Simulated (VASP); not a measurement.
# SH2 in VASP: a series of runs, part 2 of 2

VASP 6.6.1. The steps go on from the part before.

## Step 3: Single point, PBE+D4

INCAR

```
  ALGO = Normal
  EDIFF = 1E-6
  ENCUT = 400
  GGA = PE
  GGA_COMPAT = False
  ISIF = 2
  ISMEAR = 0
  IVDW = 13
  LASPH = True
  LCHARG = False
  LREAL = False
  LWAVE = False
  NBANDS = 11
  NELM = 120
  NELMDL = -8
  PREC = Accurate
  SIGMA = 0.005
```

KPOINTS

```
k-points
0
Gamma
  1 1 1
```

POSCAR

```
H2S
1.0
   12.3255669104      0.0000000000      0.0000000000
    0.0000000000     12.8255669104      0.0000000000
    0.0000000000      0.0000000000     13.3255669104
S H
1 2
Direct
    0.5294691500      0.5110600700      0.4594833100
    0.5162436300      0.4312875900      0.5244762600
    0.4663476000      0.5742980600      0.5158113300
```

Potentials or basis: VASP PAW PBE potentials, release 64 (S, H).

Run with:

```
$ cat potpaw_PBE.64/S/POTCAR potpaw_PBE.64/H/POTCAR > POTCAR
$ mpirun -np 1 vasp_gam > vasp.out
```

OUTCAR:

```text
EDIFF = 1E-6
   ENCUT = 400
   GGA = PE
   ISIF = 2
   ISMEAR = 0
   IVDW = 13
   LASPH = True
   LREAL = False
   NELM = 120
   NELMDL = -8
   PREC = Accurate

 ion  position               nearest neighbor table
   1  0.529  0.511  0.459-   2 1.35   3 1.35
   2  0.516  0.431  0.524-   1 1.35
   3  0.466  0.574  0.516-   1 1.35

  LATTYP: Found a simple orthorhombic cell.
 ALAT       =    12.3255669104
 B/A-ratio  =     1.0405660854
 C/A-ratio  =     1.0811321708

  Lattice vectors:

 A1 = (  12.3255669104,   0.0000000000,   0.0000000000)
 A2 = (   0.0000000000,  12.8255669104,   0.0000000000)
 A3 = (   0.0000000000,   0.0000000000,  13.3255669104)

Analysis of symmetry for initial positions (statically):
=====================================================================
 Subroutine PRICEL returns:
 Original cell was already a primitive cell.

 Routine SETGRP: Setting up the symmetry group for a
 simple orthorhombic supercell.

 Subroutine GETGRP returns: Found  1 space group operations
 (whereof  1 operations were pure point group operations)
 out of a pool of  8 trial point group operations.

The static configuration has the point symmetry C_1 .

Analysis of symmetry for dynamics (positions and initial velocities):
=====================================================================
 Subroutine PRICEL returns:
 Original cell was already a primitive cell.

 Routine SETGRP: Setting up the symmetry group for a
 simple orthorhombic supercell.

 Subroutine GETGRP returns: Found  1 space group operations
 (whereof  1 operations were pure point group operations)
 out of a pool of  8 trial point group operations.

The dynamic configuration has the point symmetry C_1 .

 Subroutine INISYM returns: Found  1 space group operations
 (whereof  1 operations are pure point group operations),
 and found     1 'primitive' translations

----------------------------------------------------------------------------------------

                                     Primitive cell

  volume of cell :    2106.5374

  direct lattice vectors                    reciprocal lattice vectors
    12.325566910  0.000000000  0.000000000     0.081132171  0.000000000  0.000000000
     0.000000000 12.825566910  0.000000000     0.000000000  0.077969263  0.000000000
     0.000000000  0.000000000 13.325566910     0.000000000  0.000000000  0.075043712

  length of vectors
    12.325566910 12.825566910 13.325566910     0.081132171  0.077969263  0.075043712

  position of ions in fractional coordinates (direct lattice)
     0.529469150  0.511060070  0.459483310
     0.516243630  0.431287590  0.524476260
     0.466347600  0.574298060  0.515811330

  ion indices of the primitive-cell ions
   primitive index   ion index
                 1           1
                 2           2
                 3           3

----------------------------------------------------------------------------------------

 KPOINTS: k-points

Automatic generation of k-mesh.
 Grid dimensions read from file:
 generate k-points for:    1    1    1

 Generating k-lattice:

  Cartesian coordinates                     Fractional coordinates (reciprocal lattice)
     0.081132171  0.000000000  0.000000000     1.000000000  0.000000000  0.000000000
     0.000000000  0.077969263  0.000000000     0.000000000  1.000000000  0.000000000
     0.000000000  0.000000000  0.075043712     0.000000000  0.000000000  1.000000000

  Length of vectors
     0.081132171  0.077969263  0.075043712

  Shift w.r.t. Gamma in fractional coordinates (k-lattice)
     0.000000000  0.000000000  0.000000000

 Subroutine IBZKPT returns following result:
 ===========================================

 Found      1 irreducible k-points:

 Following reciprocal coordinates:
            Coordinates               Weight
  0.000000  0.000000  0.000000      1.000000
   k-points           NKPTS =      1   k-points in BZ     NKDIM =      1   number of bands    NBANDS=     11
   number of dos      NEDOS =    301   number of ions     NIONS =      3
   total plane-waves  NPLWV = 604800
   dimension x,y,z NGX =    80 NGY =   84 NGZ =   90
   dimension x,y,z NGXF=   160 NGYF=  168 NGZF=  180
   ions per type =               1   2
   NGX,Y,Z   is equivalent  to a cutoff of  10.79, 10.89, 11.23 a.u.
   NGXF,Y,Z  is equivalent  to a cutoff of  21.58, 21.78, 22.46 a.u.
 SYSTEM =  unknown system
   PREC   = accura    normal or accurate (medium, high low for compatibility)
   ISTART =      0    job   : 0-new  1-cont  2-samecut
   ICHARG =      2    charge: 1-file 2-atom 10-const
   ISPIN  =      1    spin polarized calculation?
   LNONCOLLINEAR =      F non collinear calculations
   LSORBIT =      F    spin-orbit coupling
   LASPH  =      T    aspherical Exc in radial PAW
   ENCUT  =  400.0 eV  29.40 Ry    5.42 a.u.  20.10 20.92 21.73*2*pi/ulx,y,z
   NELM   =    120;   NELMIN=  2; NELMDL= -8     # of ELM steps
   EDIFF  = 0.1E-05   stopping-criterion for ELM
   LREAL  =      F    real-space projection
   EDIFFG = 0.1E-04   stopping-criterion for IOM
   NSW    =      0    number of steps for IOM
   IBRION =     -1    ionic relax: 0-MD 1-quasi-New 2-CG
   NFREE  =      0    steps in history (QN), initial steepest desc. (CG)
   ISIF   =      2    stress and relaxation
   ISYM   =      2    0-nonsym 1-usesym 2-fastsym
   POTIM  = 0.5000    time-step for ionic-motion
   TEBEG  =    0.0;   TEEND  =   0.0 temperature during run
   PSTRESS=    0.0 pullay stress
   NELECT =       8.0000    total number of electrons
   NUPDOWN=      -1.0000    fix difference up-down
   EMIN   =  10.00;   EMAX   =-10.00  energy-range for DOS
   EFERMI =   0.00;   METHOD = LEGACY
   ISMEAR =     0;   SIGMA  =   0.01  broadening in eV -4-tet -1-fermi 0-gaus
   EFERMI_NEDOS =   21; number of points for ismear=-14 and -15
   IALGO  =     38    algorithm
   IMIX   =      4    mixing-type and parameters
     AMIX     =   0.40;   BMIX     =  1.00
     AMIX_MAG =   1.60;   BMIX_MAG =  1.00
  volume/ion in A,a.u.               =     702.18      4738.54
  Fermi-wavevector in a.u.,A,eV,Ry     =   0.255416  0.482667  0.887609  0.065237
  Thomas-Fermi vector in A             =   1.077651
   LORBIT       =      0    0 simple, 1 ext, 2 COOP (PROOUT), +10 PAW based schemes
   GGA     = PE    functional components
   LHFCALC =     F    Hartree Fock is set to
   AEXX    =    0.0000 exact exchange contribution
   IVDW    =    13    specifies the selected vdW correction
   LEPSILON=     F    determine dielectric tensor
   LRPA    =     F    only Hartree local field effects (RPA)
 non-spin polarized calculation
 Gauss-broadening in eV      SIGMA  =   0.01
  energy-cutoff  :      400.00
  volume of cell :     2106.54
 maximum number of plane-waves:     19124
   NGX = 41   NGY = 41   NGZ = 43

 number of electron       8.0000004 magnetization

 Free energy of the ion-electron system (eV)
  ---------------------------------------------------
  ext. energy  EPLUGINS =         0.00000000
  ---------------------------------------------------
  free energy    TOTEN  =       -11.20409016 eV

  energy without entropy =      -11.20409016  energy(sigma->0) =      -11.20409016

 E-fermi :  -6.1148     XC(G=0):  -0.4097

 val. band max:       -6.1873964367   @ k =   0.0000   0.0000   0.0000
 cond. band min:      -0.8190025251   @ k =   0.0000   0.0000   0.0000
 fundamental gap:      5.3683939116
 Fermi energy:        -6.1148032333

 k-point     1 :       0.0000    0.0000    0.0000
  band No.  band energies     occupation
      1     -18.4004      2.00000
      2     -10.8170      2.00000
      3      -9.0036      2.00000
      4      -6.1874      2.00000
      5      -0.8190      0.00000
      6      -0.5648      0.00000
      7       0.2737      0.00000
      8       0.5863      0.00000
      9       0.6136      0.00000
     10       0.7469      0.00000
     11       0.7884      0.00000

------------------------ aborting loop because EDIFF is reached ----------------------------------------

  DFT-D4 for vdW energy calculation

  Edisp (eV):   -0.01518

  FORCE on cell =-STRESS in cart. coord.  units (eV):
  Direction    XX          YY          ZZ          XY          YZ          ZX
  --------------------------------------------------------------------------------------
  -------------------------------------------------------------------------------------
  Total      -0.14178    -0.15710    -0.14718     0.01860    -0.01036     0.01787
  in kB      -0.10783    -0.11949    -0.11194     0.01415    -0.00788     0.01359
  external pressure =       -0.11 kB  Pullay stress =        0.00 kB

 VOLUME and BASIS-vectors are now :
 -----------------------------------------------------------------------------
  energy-cutoff  :      400.00
  volume of cell :     2106.54
      direct lattice vectors                 reciprocal lattice vectors
    12.325566910  0.000000000  0.000000000     0.081132171  0.000000000  0.000000000
     0.000000000 12.825566910  0.000000000     0.000000000  0.077969263  0.000000000
     0.000000000  0.000000000 13.325566910     0.000000000  0.000000000  0.075043712

 POSITION                                       TOTAL-FORCE (eV/Angst)
 -----------------------------------------------------------------------------------
      6.52601      6.55464      6.12288        -0.025854      0.015130      0.033042
      6.36300      5.53151      6.98894         0.000248      0.015411     -0.009467
      5.74800      7.36570      6.87348         0.025606     -0.030541     -0.023575
 -----------------------------------------------------------------------------------
    total drift:                                0.000089      0.000284     -0.000140

  FREE ENERGIE OF THE ION-ELECTRON SYSTEM (eV)
  ---------------------------------------------------
  free  energy   TOTEN  =       -11.2192690624 eV

  energy  without entropy=      -11.2192690624  energy(sigma->0) =      -11.21926906
```

OSZICAR:

```text
N       E                     dE             d eps       ncg     rms          rms(c)
DAV:   1     0.614051238205E+02    0.61405E+02   -0.11846E+03    22   0.254E+02
DAV:   2     0.114270181361E+02   -0.49978E+02   -0.49438E+02    44   0.326E+01
DAV:   3    -0.107127328396E+02   -0.22140E+02   -0.22121E+02    33   0.447E+01
[... 18 lines left out ...]
DAV:  22    -0.112040649513E+02   -0.15412E-04   -0.34083E-07    22   0.252E-03    0.964E-04
DAV:  23    -0.112040826789E+02   -0.17728E-04   -0.52299E-07    30   0.261E-03    0.186E-03
DAV:  24    -0.112040867550E+02   -0.40761E-05   -0.98735E-08    36   0.137E-03    0.353E-04
DAV:  25    -0.112040894110E+02   -0.26560E-05   -0.53577E-08    22   0.838E-04    0.315E-04
DAV:  26    -0.112040901609E+02   -0.74992E-06   -0.85186E-09    28   0.315E-04
   1 F= -.11219269E+02 E0= -.11219269E+02  d E =-.803634E-94
```

Run time: 80 s. Hardware: 1 thread of AMD EPYC 7R43 (Zen 3), shared host; peak memory 0.94 GiB.

What came out:

| Quantity | Value |
| --- | --- |
| Free energy | -11.2193 eV |
| Largest force | 0.046 eV/Å |
| Gap between the frontier levels | 5.37 eV |
| Dispersion energy per atom | -0.005 eV |

Forces in eV/Å, atoms in the order of the input:
```
S   -0.026  0.015  0.033
H    0.000  0.015 -0.009
H    0.026 -0.031 -0.024
```

## Step 4: Single point, r2SCAN+rVV10

POSCAR is that of step 3.

INCAR.step1

```
PREC = Accurate
ENCUT = 440
ISMEAR = 0
SIGMA = 0.005
LREAL = F
LASPH = T
NELM = 120
NBANDS = 11
GGA = PE
ALGO = Normal
EDIFF = 1E-5
LWAVE = T
LCHARG = F
GGA_COMPAT = F
NELMDL = -8
```

INCAR.step2

```
PREC = Accurate
ENCUT = 440
EDIFF = 1E-6
ISMEAR = 0
SIGMA = 0.005
LREAL = F
LASPH = T
NELM = 120
ALGO = Normal
ISIF = 2
LWAVE = F
LCHARG = F
METAGGA = R2SCAN
LMIXTAU = T
LUSE_VDW = T
IVDW_NL = 2
BPARAM = 11.95
CPARAM = 0.0093
NBANDS = 11
ISTART = 1
GGA_COMPAT = F
```

KPOINTS

```
Automatic mesh
0
Gamma
  1 1 1
```

Run with:

```
$ cat potpaw_PBE.64/S/POTCAR potpaw_PBE.64/H/POTCAR > POTCAR
$ cp INCAR.step1 INCAR
$ mpirun -np 1 vasp_gam > vasp.out
$ cp INCAR.step2 INCAR
$ mpirun -np 1 vasp_gam > vasp.out
```

Run time: 26 min. Hardware: 1 thread of AMD EPYC 7R43 (Zen 3), shared host; peak memory 3.9 GiB.

The run converged. Its results:

```
Free energy                     : -14.8678 eV
Largest force                   : 0.417 eV/Å
Gap between the frontier levels : 6.21 eV
```

Forces on the atoms (eV/Å):
```
S   -0.214 -0.027  0.357
H    0.039  0.201 -0.182
H    0.175 -0.174 -0.175
```

Levels at points of the mesh, in eV from the valence-band top:
```
           k point  band 1  band 2  band 3  band 4  band 5  band 6  band 7  band 8
(0.00, 0.00, 0.00)  -12.74   -4.79   -2.88    0.00    6.21    6.27    6.91    7.33
```

Caveat: the PAW data sets were made with another functional, which shifts forces and pressure a little.

## Step 5: Overview

| level | cutoff (eV) | gap on the mesh (eV) | largest force (eV/Å) |
| --- | --- | --- | --- |
| revPBE+D3(BJ) | 400 | 5.31 | 0.04 |
| PBE+D4 | 400 | 5.37 | 0.05 |
| r2SCAN+rVV10 | 440 | 6.21 | 0.42 |

Alike in all rows: task single point; potentials or basis VASP PAW PBE potentials, release 64 (S, H); no spin polarisation; cell as given; k mesh 1 × 1 × 1; smearing gaussian 0.005 eV.

On the cell as given the gap runs from 5.31 eV (revPBE+D3(BJ)) to 6.21 eV (r2SCAN+rVV10).

Caveats: the PAW data sets were made with another functional, which shifts forces and pressure a little (at least some runs).

Total energies depend on the potentials used, so only differences within one code and one set of settings carry meaning.
